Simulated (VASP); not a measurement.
# Ti in VASP: notebook

Ti is run at these levels: LDA; tasks: electric field gradients.

Everything below comes from runs of VASP 6.6.1. Logs are shortened: lines on timing, memory, paths and dates and some standing lists are left out, and cuts for length are marked.

## 1. The cell of the first run

The structure is tetragonal, space group I4/mmm (No. 139). The conventional cell has a = 2.871 Å, b = 2.871 Å, c = 4.182 Å, α = 90.00°, β = 90.00°, γ = 90.00°. Ti (site symmetry 4/mmm) has 12 Ti at 2.87 to 2.91 Å within 3.8 Å.

## 2. Electric field gradients, LDA (zz strain of +3 %)

File INCAR:

```
SYSTEM = Ti
ALGO = Normal
EDIFF = 1E-8
ENCUT = 520
GGA = CA
ISIF = 2
ISMEAR = -1
LASPH = .TRUE.
LCHARG = .FALSE.
LEFG = .TRUE.
LREAL = .FALSE.
LWAVE = .FALSE.
NBANDS = 12
NELM = 100
PREC = Accurate
SIGMA = 0.05
```

File KPOINTS:

```
k-points
0
G
  15 15 15
  0 0 0
```

File POSCAR:

```
Ti
1.0
    0.0000000000      2.0300000000      2.0909000000
    2.0300000000      0.0000000000      2.0909000000
    2.0300000000      2.0300000000      0.0000000000
Ti
1
Direct
    0.0000000000      0.0000000000      0.0000000000
```

Potentials or basis: VASP PAW LDA potentials, release 64 (Ti_sv).

The run is started by

```sh
cat potpaw_LDA.64/Ti_sv/POTCAR > POTCAR
mpirun -np 1 vasp_std > vasp.out
```

OUTCAR:

```text
SYSTEM = Ti
   EDIFF = 1E-8
   ENCUT = 520
   GGA = CA
   ISIF = 2
   ISMEAR = -1
   LASPH = .TRUE.
   LREAL = .FALSE.
   NELM = 100
   PREC = Accurate

 ion  position               nearest neighbor table
   1  0.000  0.000  0.000-

  LATTYP: Found a body centered tetragonal cell.
 ALAT       =     2.8708535316
 C/A-ratio  =     1.4566399692

  Lattice vectors:

 A1 = (  -2.0300000000,   0.0000000000,   2.0909000000)
 A2 = (   2.0300000000,   0.0000000000,   2.0909000000)
 A3 = (   0.0000000000,   2.0300000000,  -2.0909000000)

Analysis of symmetry for initial positions (statically):
=====================================================================
 Subroutine PRICEL returns:
 Original cell was already a primitive cell.

 Routine SETGRP: Setting up the symmetry group for a
 body centered tetragonal supercell.

 Subroutine GETGRP returns: Found 16 space group operations
 (whereof 16 operations were pure point group operations)
 out of a pool of 16 trial point group operations.

The static configuration has the point symmetry D_4h.

Analysis of symmetry for dynamics (positions and initial velocities):
=====================================================================
 Subroutine PRICEL returns:
 Original cell was already a primitive cell.

 Routine SETGRP: Setting up the symmetry group for a
 body centered tetragonal supercell.

 Subroutine GETGRP returns: Found 16 space group operations
 (whereof 16 operations were pure point group operations)
 out of a pool of 16 trial point group operations.

The dynamic configuration has the point symmetry D_4h.

 Subroutine INISYM returns: Found 16 space group operations
 (whereof 16 operations are pure point group operations),
 and found     1 'primitive' translations

----------------------------------------------------------------------------------------

                                     Primitive cell

  volume of cell :      17.2328

  direct lattice vectors                    reciprocal lattice vectors
     0.000000000  2.030000000  2.090900000    -0.246305419  0.246305419  0.239131474
     2.030000000  0.000000000  2.090900000     0.246305419 -0.246305419  0.239131474
     2.030000000  2.030000000  0.000000000     0.246305419  0.246305419 -0.239131474

  length of vectors
     2.914234515  2.914234515  2.870853532     0.422512225  0.422512225  0.422512225

  position of ions in fractional coordinates (direct lattice)
     0.000000000  0.000000000  0.000000000

  ion indices of the primitive-cell ions
   primitive index   ion index
                 1           1

----------------------------------------------------------------------------------------

 KPOINTS: k-points

Automatic generation of k-mesh.
 Grid dimensions read from file:
 generate k-points for:   15   15   15

 Generating k-lattice:

  Cartesian coordinates                     Fractional coordinates (reciprocal lattice)
    -0.016420361  0.016420361  0.015942098     0.066666667 -0.000000000  0.000000000
     0.016420361 -0.016420361  0.015942098    -0.000000000  0.066666667  0.000000000
     0.016420361  0.016420361 -0.015942098     0.000000000  0.000000000  0.066666667

  Length of vectors
     0.028167482  0.028167482  0.028167482

  Shift w.r.t. Gamma in fractional coordinates (k-lattice)
     0.000000000  0.000000000  0.000000000

 Subroutine IBZKPT returns following result:
 ===========================================

 Found    288 irreducible k-points:

 Following reciprocal coordinates:
            Coordinates               Weight
  0.000000  0.000000  0.000000      1.000000
  0.066667  0.000000  0.000000      8.000000
  0.133333  0.000000  0.000000      8.000000
  0.200000  0.000000  0.000000      8.000000
  0.266667  0.000000  0.000000      8.000000
  0.333333  0.000000  0.000000      8.000000
[... 16 lines left out ...]
  0.133333  0.133333  0.000000      2.000000
  0.200000  0.133333  0.000000      8.000000
 [... further k-points ...]
   k-points           NKPTS =    288   k-points in BZ     NKDIM =    288   number of bands    NBANDS=     12
   number of dos      NEDOS =    301   number of ions     NIONS =      1
   total plane-waves  NPLWV =  13824
   dimension x,y,z NGX =    24 NGY =   24 NGZ =   24
   dimension x,y,z NGXF=    48 NGYF=   48 NGZF=   48
   ions per type =               1
   NGX,Y,Z   is equivalent  to a cutoff of  13.69, 13.69, 13.90 a.u.
   NGXF,Y,Z  is equivalent  to a cutoff of  27.38, 27.38, 27.80 a.u.
 SYSTEM =  Ti
   PREC   = accura    normal or accurate (medium, high low for compatibility)
   ISTART =      0    job   : 0-new  1-cont  2-samecut
   ICHARG =      2    charge: 1-file 2-atom 10-const
   ISPIN  =      1    spin polarized calculation?
   LNONCOLLINEAR =      F non collinear calculations
   LSORBIT =      F    spin-orbit coupling
   LASPH  =      T    aspherical Exc in radial PAW
   ENCUT  =  520.0 eV  38.22 Ry    6.18 a.u.   5.42  5.42  5.34*2*pi/ulx,y,z
   NELM   =    100;   NELMIN=  2; NELMDL= -5     # of ELM steps
   EDIFF  = 0.1E-07   stopping-criterion for ELM
   LREAL  =      F    real-space projection
   EDIFFG = 0.1E-06   stopping-criterion for IOM
   NSW    =      0    number of steps for IOM
   IBRION =     -1    ionic relax: 0-MD 1-quasi-New 2-CG
   NFREE  =      0    steps in history (QN), initial steepest desc. (CG)
   ISIF   =      2    stress and relaxation
   ISYM   =      2    0-nonsym 1-usesym 2-fastsym
   POTIM  = 0.5000    time-step for ionic-motion
   TEBEG  =    0.0;   TEEND  =   0.0 temperature during run
   PSTRESS=    0.0 pullay stress
   NELECT =      12.0000    total number of electrons
   NUPDOWN=      -1.0000    fix difference up-down
   EMIN   =  10.00;   EMAX   =-10.00  energy-range for DOS
   EFERMI =   0.00;   METHOD = LEGACY
   ISMEAR =    -1;   SIGMA  =   0.05  broadening in eV -4-tet -1-fermi 0-gaus
   EFERMI_NEDOS =   21; number of points for ismear=-14 and -15
   IALGO  =     38    algorithm
   IMIX   =      4    mixing-type and parameters
     AMIX     =   0.40;   BMIX     =  1.00
     AMIX_MAG =   1.60;   BMIX_MAG =  1.00
  volume/ion in A,a.u.               =      17.23       116.29
  Fermi-wavevector in a.u.,A,eV,Ry     =   1.451054  2.742094 28.647838  2.105557
  Thomas-Fermi vector in A             =   2.568595
   LORBIT       =      0    0 simple, 1 ext, 2 COOP (PROOUT), +10 PAW based schemes
   GGA     = CA    functional components
   LHFCALC =     F    Hartree Fock is set to
   AEXX    =    0.0000 exact exchange contribution
   IVDW    =     0    specifies the selected vdW correction
   LEPSILON=     F    determine dielectric tensor
   LRPA    =     F    only Hartree local field effects (RPA)
 non-spin polarized calculation
  energy-cutoff  :      520.00
  volume of cell :       17.23
 maximum number of plane-waves:       481
 NGX is ok and might be reduce to    24
   NGX = 11   NGY = 11   NGZ = 11

 number of electron      12.0000001 magnetization

 Free energy of the ion-electron system (eV)
  ---------------------------------------------------
  ext. energy  EPLUGINS =         0.00000000
  ---------------------------------------------------
  free energy    TOTEN  =        -8.47310705 eV

  energy without entropy =       -8.45842548  energy(sigma->0) =       -8.46576626

 E-fermi :   8.0622     XC(G=0): -11.8223

 val. band max:        8.0587150419   @ k =  -0.3333   0.0667   0.0000
 cond. band min:       8.0682959944   @ k =  -0.3333   0.0000   0.0667
 fundamental gap:      0.0095809526
 Fermi energy:         8.0622418481

 k-point     1 :       0.0000    0.0000    0.0000
  band No.  band energies     occupation
      1     -47.9436      2.00000
      2     -24.1681      2.00000
      3     -24.1606      2.00000
      4     -24.1606      2.00000
      5       2.0305      2.00000
      6       8.7558      0.00000
      7       8.9968      0.00000
      8       8.9968      0.00000
      9      10.3886      0.00000
     10      10.6697      0.00000
     11      23.4719      0.00000
     12      27.4376      0.00000
[... 331 lines left out ...]
 k-point    24 :       0.2000    0.1333    0.0000
  band No.  band energies     occupation
      1     -47.8991      2.00000
      2     -24.3637      2.00000
      3     -24.2174      2.00000
      4     -24.2165      2.00000
      5       3.2173      2.00000
      6       8.0473      1.14844
      7       9.3433      0.00000
      8       9.5139      0.00000
      9       9.8201      0.00000
     10      10.8873      0.00000
     11      23.9456      0.00000
     12      24.6412      0.00000

 [... further k-points ...]

------------------------ aborting loop because EDIFF is reached ----------------------------------------

  FORCE on cell =-STRESS in cart. coord.  units (eV):
  Direction    XX          YY          ZZ          XY          YZ          ZX
  --------------------------------------------------------------------------------------
  -------------------------------------------------------------------------------------
  Total       -0.8165547     -0.8165547     -0.9103303      0.0000000     -0.0000000      0.0000000
  in kB      -75.9172605    -75.9172605    -84.6358277      0.0000000     -0.0000000      0.0000000
  external PRESSURE =     -78.8234496 kB  Pullay stress =       0.0000000 kB

 VOLUME and BASIS-vectors are now :
 -----------------------------------------------------------------------------
  energy-cutoff  :      520.00
  volume of cell :       17.23
      direct lattice vectors                 reciprocal lattice vectors
     0.000000000  2.030000000  2.090900000    -0.246305419  0.246305419  0.239131474
     2.030000000  0.000000000  2.090900000     0.246305419 -0.246305419  0.239131474
     2.030000000  2.030000000  0.000000000     0.246305419  0.246305419 -0.239131474

 POSITION                                       TOTAL-FORCE (eV/Angst)
 -----------------------------------------------------------------------------------
      0.00000      0.00000      0.00000         0.000000     -0.000000      0.000000
 -----------------------------------------------------------------------------------
    total drift:                               -0.000000     -0.000000     -0.000000

  FREE ENERGIE OF THE ION-ELECTRON SYSTEM (eV)
  ---------------------------------------------------
  free  energy   TOTEN  =        -8.4731070500 eV

  energy  without entropy=       -8.4584254779  energy(sigma->0) =       -8.46576626

 Electric field gradients (V/A^2)
---------------------------------------------------------------------
 ion       V_xx      V_yy      V_zz      V_xy      V_xz      V_yz
---------------------------------------------------------------------
   1       1.611     1.611    -3.222    -0.001     0.000     0.000
---------------------------------------------------------------------

 Electric field gradients after diagonalization (V/A^2)
 (convention: |V_zz| > |V_xx| > |V_yy|)
----------------------------------------------------------------------
 ion       V_xx      V_yy      V_zz     asymmetry (V_yy - V_xx)/ V_zz
----------------------------------------------------------------------
   1       1.612     1.610    -3.222       0.000
----------------------------------------------------------------------

           NMR quadrupolar parameters

 Cq : quadrupolar parameter    Cq=e*Q*V_zz/h
 eta: asymmetry parameters     (V_yy - V_xx)/ V_zz
 Q  : nuclear electric quadrupole moment in mb (millibarn)
----------------------------------------------------------------------
 ion       Cq(MHz)       eta       Q (mb)
----------------------------------------------------------------------
   1      -0.008       0.000       1.000
----------------------------------------------------------------------
```

Wall time 2.9 min (1 thread of AMD EPYC 7R13, shared host); peak memory 0.14 GiB.

What came out:

```yaml
Free_energy: -8.4731 eV
Pressure: -7.9 GPa
Band_gap_on_the_k_mesh: zero (band 6 reaches 8.85 eV, above the bottom of band 7 at 7.72 eV)
```

Electric field gradients, principal values (V/Å²):
```
atom  least  middle  greatest (by size)
1 Ti  1.610   1.612              -3.222
```

Caveat: the cell differs from its parent crystal (zz strain of +3 %); without QUAD_EFG the Cq values of the log hold for a quadrupole moment of 1 mb, not for the nuclei.

(Continued in part 2 of 3.)
